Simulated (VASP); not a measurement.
# MnS (P1) in VASP: further runs

Runs on MnS. Level: PBEsol+U. Tasks: single point.

Program: VASP 6.6.1. These are calculated values, not measurements. Logs are shortened: lines on timing, memory, paths and dates and some standing lists are left out, and cuts for length are marked.

## 1. The cell of the first run

The typed cell holds 2 atoms: a = 3.005 Å, b = 3.055 Å, c = 3.029 Å, α = 89.89°, β = 90.09°, γ = 87.96°.

## 2. Single point, PBEsol+U, collinear spin, ferromagnetic start

INCAR

```
SYSTEM = MnS
ALGO = Normal
EDIFF = 1E-6
ENCUT = 520
GGA = PS
ISIF = 2
ISMEAR = 1
ISPIN = 2
LASPH = .TRUE.
LCHARG = .TRUE.
LDAU = .TRUE.
LDAUJ = 0.9 0
LDAUL = 2 -1
LDAUPRINT = 1
LDAUTYPE = 1
LDAUU = 2.9 0
LELF = .TRUE.
LMAXMIX = 4
LORBIT = 11
LREAL = .FALSE.
LVHAR = .TRUE.
LWAVE = .FALSE.
MAGMOM = 5.2 0
NBANDS = 20
NELM = 150
PREC = Accurate
SIGMA = 0.1
```

KPOINTS

```
k-points
0
G
  7 6 7
  0 0 0
```

POSCAR

```
MnS
1.0
    3.0045257002      0.0538199998     -0.0023161269
    0.0538199998      3.0545620272      0.0029650417
   -0.0023161269      0.0029650417      3.0289248988
Mn S
1 1
Direct
    0.4919700000      0.4549900000      0.4945000000
    0.9918500000      0.0275700000      0.0065200000
```

Potentials or basis: VASP PAW PBE potentials, release 64 (Mn_pv, S).

Launch:

```
cat potpaw_PBE.64/Mn_pv/POTCAR potpaw_PBE.64/S/POTCAR > POTCAR
mpirun -np 1 vasp_std > vasp.out
```

OUTCAR:

```text
SYSTEM = MnS
   EDIFF = 1E-6
   ENCUT = 520
   GGA = PS
   ISIF = 2
   ISMEAR = 1
   ISPIN = 2
   LASPH = .TRUE.
   LORBIT = 11
   LREAL = .FALSE.
   NELM = 150
   PREC = Accurate

 ion  position               nearest neighbor table
   1  0.492  0.455  0.495-   2 2.45   2 2.49   2 2.51   2 2.55   2 2.70   2 2.75   2 2.77   2 2.81

   2  0.992  0.028  0.007-   1 2.45   1 2.49   1 2.51   1 2.55   1 2.70   1 2.75   1 2.77   1 2.81

  LATTYP: Found a triclinic cell.
 ALAT       =     4.2084610888
 B/A-ratio  =     0.7140397710
 C/A-ratio  =     0.7197232365
 COS(alpha) =     0.0015177687
 COS(beta)  =     0.0024890164
 COS(gamma) =     0.6882544376

  Lattice vectors:

 A1 = (  -2.9507057004,   3.0007420274,   0.0052811686)
 A2 = (  -3.0045257002,  -0.0538199998,   0.0023161269)
 A3 = (  -0.0023161269,   0.0029650417,   3.0289248988)

Analysis of symmetry for initial positions (statically):
=====================================================================
 Subroutine PRICEL returns:
 Original cell was already a primitive cell.

 Routine SETGRP: Setting up the symmetry group for a
 triclinic supercell.

 Subroutine GETGRP returns: Found  1 space group operations
 (whereof  1 operations were pure point group operations)
 out of a pool of  2 trial point group operations.

The static configuration has the point symmetry C_1 .

Analysis of symmetry for dynamics (positions and initial velocities):
=====================================================================
 Subroutine PRICEL returns:
 Original cell was already a primitive cell.

 Routine SETGRP: Setting up the symmetry group for a
 triclinic supercell.

 Subroutine GETGRP returns: Found  1 space group operations
 (whereof  1 operations were pure point group operations)
 out of a pool of  2 trial point group operations.

The dynamic configuration has the point symmetry C_1 .

Analysis of structural, dynamic, and magnetic symmetry:
=====================================================================
[... 171 lines left out ...]

 occupancies and eigenvectors

  o =  0.0817  v =  0.0000  0.0000  0.0000  0.0000  0.0000  0.6353 -0.6881  0.0092 -0.3504 -0.0030      0.0000  0.0000  0.0000  0.0000  0.0000  0.0000  0.0000  0.0000  0.0000  0.0000
  o =  0.0848  v =  0.0000  0.0000  0.0000  0.0000  0.0000  0.7575  0.6436  0.0041  0.1097  0.0011      0.0000  0.0000  0.0000  0.0000  0.0000  0.0000  0.0000  0.0000  0.0000  0.0000
  o =  0.1051  v =  0.0000  0.0000  0.0000  0.0000  0.0000  0.1499 -0.3351  0.0078  0.9301  0.0057      0.0000  0.0000  0.0000  0.0000  0.0000  0.0000  0.0000  0.0000  0.0000  0.0000
  o =  0.1432  v =  0.0000  0.0000  0.0000  0.0000  0.0000 -0.0078  0.0044  0.7853 -0.0075  0.6189      0.0000  0.0000  0.0000  0.0000  0.0000  0.0000  0.0000  0.0000  0.0000  0.0000
  o =  0.1749  v =  0.0000  0.0000  0.0000  0.0000  0.0000  0.0064 -0.0046 -0.6189 -0.0023  0.7854      0.0000  0.0000  0.0000  0.0000  0.0000  0.0000  0.0000  0.0000  0.0000  0.0000
  o =  0.8781  v = -0.1528  0.4056 -0.0117 -0.9011  0.0083  0.0000  0.0000  0.0000  0.0000  0.0000      0.0000  0.0000  0.0000  0.0000  0.0000  0.0000  0.0000  0.0000  0.0000  0.0000
  o =  0.8981  v =  0.7551  0.3527 -0.2635  0.0385  0.4843  0.0000  0.0000  0.0000  0.0000  0.0000      0.0000  0.0000  0.0000  0.0000  0.0000  0.0000  0.0000  0.0000  0.0000  0.0000
  o =  0.8995  v =  0.5460  0.1230  0.4665 -0.0496 -0.6831  0.0000  0.0000  0.0000  0.0000  0.0000      0.0000  0.0000  0.0000  0.0000  0.0000  0.0000  0.0000  0.0000  0.0000  0.0000
  o =  0.9017  v =  0.0456  0.0104 -0.8422  0.0030 -0.5371  0.0000  0.0000  0.0000  0.0000  0.0000      0.0000  0.0000  0.0000  0.0000  0.0000  0.0000  0.0000  0.0000  0.0000  0.0000
  o =  0.9033  v = -0.3260  0.8342  0.0588  0.4291 -0.1013  0.0000  0.0000  0.0000  0.0000  0.0000      0.0000  0.0000  0.0000  0.0000  0.0000  0.0000  0.0000  0.0000  0.0000  0.0000

 number of electron      18.9999996 magnetization       4.0410138

 Free energy of the ion-electron system (eV)
  ---------------------------------------------------
  ext. energy  EPLUGINS =         0.00000000
  ---------------------------------------------------
  free energy    TOTEN  =       -13.00663436 eV

  energy without entropy =      -13.00501405  energy(sigma->0) =      -13.00609426

 E-fermi :   9.4416     XC(G=0): -12.1232

 val. band max:        9.4409804351   @ k =   0.4286   0.1667   0.4286
 cond. band min:       9.4483027932   @ k =   0.4286   0.3333   0.1429
 fundamental gap:      0.0073223581
 Fermi energy:         9.4416471298

 spin component 1

 k-point     1 :       0.0000    0.0000    0.0000
  band No.  band energies     occupation
      1     -40.7218      1.00000
      2     -40.6913      1.00000
      3     -40.6504      1.00000
      4      -6.7083      1.00000
      5       4.4230      1.00000
      6       4.6531      1.00000
[... 1097 lines left out ...]
     19      25.6530      0.00000
     20      28.1264      0.00000

 [... further k-points ...]
[... 5 lines left out ...]
  --------------------------------------------------------------------------------------
  -------------------------------------------------------------------------------------
  Total        1.9376854      1.6237326      1.7843897      0.0392404      0.1165147     -0.0212168
  in kB      111.7167383     93.6158739    102.8785129      2.2623955      6.7176243     -1.2232484
  external PRESSURE =     102.7370417 kB  Pullay stress =       0.0000000 kB

 VOLUME and BASIS-vectors are now :
 -----------------------------------------------------------------------------
  energy-cutoff  :      520.00
  volume of cell :       27.79
      direct lattice vectors                 reciprocal lattice vectors
     3.004525700  0.053820000 -0.002316127     0.332936521 -0.005866443  0.000260329
     0.053820000  3.054562027  0.002965042    -0.005866443  0.327482856 -0.000325062
    -0.002316127  0.002965042  3.028924899     0.000260329 -0.000325062  0.330150664

 POSITION                                       TOTAL-FORCE (eV/Angst)
 -----------------------------------------------------------------------------------
      1.50148      1.41774      1.49801        -0.121481      0.361192      0.078058
      2.98151      0.13761      0.01753         0.121481     -0.361192     -0.078058
 -----------------------------------------------------------------------------------
    total drift:                                0.000545      0.000347      0.001048

  FREE ENERGIE OF THE ION-ELECTRON SYSTEM (eV)
  ---------------------------------------------------
  free  energy   TOTEN  =       -13.0066343636 eV

  energy  without entropy=      -13.0050140503  energy(sigma->0) =      -13.00609426

 total charge

# of ion       s       p       d       tot
------------------------------------------
    1        0.240   6.210   5.047  11.497
    2        1.361   2.337   0.000   3.698
--------------------------------------------------
tot          1.601   8.547   5.047  15.195

 magnetization (x)

# of ion       s       p       d       tot
------------------------------------------
    1        0.014   0.038   3.883   3.935
    2        0.028  -0.079   0.000  -0.051
--------------------------------------------------
tot          0.042  -0.041   3.883   3.884
```

OSZICAR:

```text
N       E                     dE             d eps       ncg     rms          rms(c)
DAV:   1     0.153595247467E+03    0.15360E+03   -0.10384E+04 11840   0.105E+03
DAV:   2    -0.668143707785E+01   -0.16028E+03   -0.15085E+03 12116   0.301E+02
DAV:   3    -0.137163627554E+02   -0.70349E+01   -0.69181E+01 13772   0.661E+01
DAV:   4    -0.137873713583E+02   -0.71009E-01   -0.70959E-01 13100   0.673E+00
DAV:   5    -0.137881741956E+02   -0.80284E-03   -0.80282E-03 13608   0.738E-01    0.166E+01
DAV:   6    -0.130895211409E+02    0.69865E+00   -0.57312E+00 13428   0.314E+01    0.124E+01
DAV:   7    -0.130068176990E+02    0.82703E-01   -0.11843E+00 13048   0.163E+01    0.685E+00
DAV:   8    -0.130106819685E+02   -0.38643E-02   -0.54877E-02 13184   0.164E+00    0.409E+00
DAV:   9    -0.130056537915E+02    0.50282E-02   -0.93525E-03 13552   0.110E+00    0.888E-01
DAV:  10    -0.130060298236E+02   -0.37603E-03   -0.44974E-03 14904   0.544E-01    0.321E-01
DAV:  11    -0.130064730803E+02   -0.44326E-03   -0.49089E-04 13788   0.230E-01    0.141E-01
DAV:  12    -0.130065811192E+02   -0.10804E-03   -0.94724E-05 13420   0.107E-01    0.919E-02
DAV:  13    -0.130066128691E+02   -0.31750E-04   -0.13877E-04 14476   0.106E-01    0.523E-02
DAV:  14    -0.130066267271E+02   -0.13858E-04   -0.66215E-05 14056   0.700E-02    0.269E-02
DAV:  15    -0.130066335007E+02   -0.67736E-05   -0.18609E-05 15020   0.403E-02    0.120E-02
DAV:  16    -0.130066343636E+02   -0.86288E-06   -0.44458E-06 12752   0.175E-02
   1 F= -.13006634E+02 E0= -.13006094E+02  d E =-.162031E-02  mag=     4.0403
```

stdout:

```text
POSCAR found type information on POSCAR MnS
 POSCAR found :  2 types and       2 ions
 scaLAPACK will be used
 -----------------------------------------------------------------------------
|                                                                             |
|                                                                             |
|     You enforced a specific xc type in the INCAR file but a different       |
|     I HOPE YOU KNOW WHAT YOU ARE DOING!                                     |
|                                                                             |
 -----------------------------------------------------------------------------

 LDA part: xc-table for (Slater+PW92), standard interpolation
 POSCAR, INCAR and KPOINTS ok, starting setup
 FFT: planning ... GRIDC
 FFT: planning ... GRID_SOFT
 FFT: planning ... GRID
 WAVECAR not read
 entering main loop
```

It took 73 s on 1 thread of AMD EPYC 9R45 (Zen 5), shared host; peak memory 0.21 GiB.

Results:

```
Free energy                                           : -13.0066 eV
Pressure                                              : 10.3 GPa
Largest force                                         : 0.389 eV/Å
Net moment                                            : 4.04 μB per cell
Site moments                                          : Mn +3.94; S -0.05 μB
Valence electrons inside the program's atomic spheres : Mn 11.50; S 3.70
```

Forces on the atoms (eV/Å):
```
Mn  -0.121  0.361  0.078
S    0.121 -0.361 -0.078
```

Eigenvalues of the final occupation matrices:
```csv
site,spin,trace,eigenvalues
site 1 d,1,4.48,0.88 0.90 0.90 0.90 0.90
site 1 d,2,0.59,0.08 0.08 0.11 0.14 0.17
```

Caveat: the cell stands under pressure; the PAW data sets were made with another functional, which shifts forces and pressure a little; a cell with one magnetic atom can't hold antiferromagnetic order, which such compounds often take. The state reached can hang on the start; a lower one may exist.

## 3. Single point, PBEsol+U, collinear spin, ferromagnetic start

This run uses another cell than the first one, of 13.96 Å³/atom.

INCAR

```
ALGO = Normal
EDIFF = 1E-7
ENCUT = 520
GGA = PS
ISIF = 2
ISMEAR = 1
ISPIN = 2
LASPH = T
LCHARG = F
LDAU = T
LDAUJ = 0.9 0
LDAUL = 2 -1
LDAUPRINT = 1
LDAUTYPE = 1
LDAUU = 2.9 0
LMAXMIX = 4
LORBIT = 11
LREAL = F
LWAVE = F
MAGMOM = 5.2 0
NBANDS = 20
NELM = 150
PREC = Accurate
SIGMA = 0.1
```

KPOINTS

```
k-points
0
Gamma
  7 6 7
```

POSCAR

```
MnS
1.0
    3.0095500000      0.0539100000     -0.0023200000
    0.0539100000      3.0596700000      0.0029700000
   -0.0023200000      0.0029700000      3.0339900000
Mn S
1 1
Direct
    0.4919700000      0.4549900000      0.4945000000
    0.9918500000      0.0275700000      0.0065200000
```

Potentials or basis: VASP PAW PBE potentials, release 64 (Mn_pv, S).

Launch:

```
cat potpaw_PBE.64/Mn_pv/POTCAR potpaw_PBE.64/S/POTCAR > POTCAR
mpirun -np 1 vasp_std > vasp.out
```

Run time: 70 s. Hardware: 1 thread of AMD EPYC 9R45 (Zen 5), shared host; peak memory 0.21 GiB.

Results (log left out):

- Free energy: -13.0160 eV
- Pressure: 11.1 GPa
- Largest force: 0.414 eV/Å
- Net moment: 4.14 μB per cell
- Site moments: Mn +4.00; S -0.03 μB
- Valence electrons inside the program's atomic spheres: Mn 11.48; S 3.71

Forces on the atoms (eV/Å):
```
Mn  -0.118  0.389  0.082
S    0.118 -0.389 -0.082
```

Stress tensor (GPa, compression positive):
```
11.96  0.43 -0.12
 0.43 10.27  0.68
-0.12  0.68 11.18
```

Levels at points of the mesh, in eV from the Fermi level:
Spin up:
```csv
k point,band 10,band 11,band 12,band 13,band 14,band 15
"(0.00, 0.00, 0.00)",-1.78,-1.76,-1.54,2.11,6.23,6.63
"(0.00, 0.50, 0.00)",-2.56,0.77,0.83,5.01,6.34,7.97
```
Spin down:
```csv
k point,band 5,band 6,band 7,band 8,band 9,band 10
"(0.00, 0.00, 0.00)",-2.44,-1.92,-1.73,-1.00,-0.23,2.05
"(0.00, 0.50, 0.00)",-8.29,-2.16,-2.03,-0.09,2.32,2.57
```

Eigenvalues of the final occupation matrices:
```
    site  spin  trace               eigenvalues
site 1 d     1   4.50  0.89 0.90 0.90 0.90 0.91
site 1 d     2   0.55  0.08 0.08 0.10 0.12 0.16
```

Caveat: the cell stands under pressure; the PAW data sets were made with another functional, which shifts forces and pressure a little; a cell with one magnetic atom can't hold antiferromagnetic order, which such compounds often take. The state reached can hang on the start; a lower one may exist.
